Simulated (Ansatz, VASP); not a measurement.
**Two plane-wave programs on C**

File INCAR:

```
ALGO = Normal
EDIFF = 1E-7
ENCUT = 520
GGA = PE
ISIF = 2
ISMEAR = 0
IVDW = 12
LASPH = T
LCHARG = F
LREAL = F
LWAVE = F
NBANDS = 11
NELM = 60
PREC = Accurate
SIGMA = 0.15
```

File KPOINTS:

```
k-points
0
Gamma
  30 30 8
```

The input POSCAR:

```
C
1.0
    2.4561701622      0.0000000000      0.0000000000
   -1.2280850811      2.1271057565      0.0000000000
    0.0000000000      0.0000000000      8.5238033600
C
2
Direct
    0.2300872951      0.9487400888      0.0000000000
    0.6666666667      0.3333333333      0.0000000000
```

Input for Ansatz:

```yaml
crystal:
  lattice:
    - [2.4561701622, 0.0, 0.0]
    - [-1.2280850811, 2.1271057565, 0.0]
    - [0.0, 0.0, 8.52380336]
  atoms:
    - { symbol: C, position: [0.2300872951, 0.9487400888, 0.0] }
    - { symbol: C, position: [0.6666666667, 0.3333333333, 0.0] }
basis:
  ecutwfc: 420
kpoints:
  mp_grid: { grid: [30, 30, 8] }
hamiltonian:
  xc: pbe
  dispersion: d3bj
scf:
  occupations: { method: gaussian, width: 0.15 }
output:
  forces: true
  stress: true
  eigenvalues: true
```

Alike in both runs: task single point; functional PBE; dispersion D3(BJ); k mesh 30 × 30 × 8; occupations gaussian, width 0.15 eV; no spin polarisation.

|  | VASP | Ansatz |
| --- | --- | --- |
| version | VASP 6.6.1 | Ansatz 0.2.0 |
| potentials or method | VASP PAW PBE potentials, release 64 (C), cutoff 520 eV | scalar-relativistic, plane waves, PAW |
| valence electrons in the cell | 8 | 8 |

Ansatz gave:

```
gap on the k mesh at the Fermi level (eV) : 0.35
least direct gap on the mesh (eV)         : 1.16
rms of the force components (eV/Å)        : 21.623
```

**Question.** Which values does VASP return?

**Answer.** gap on the k mesh at the Fermi level (eV): 0.33; least direct gap on the mesh (eV): 1.14; rms of the force components (eV/Å): 22.271.

Atom by atom the forces differ by 0.648 eV/Å (rms over components).
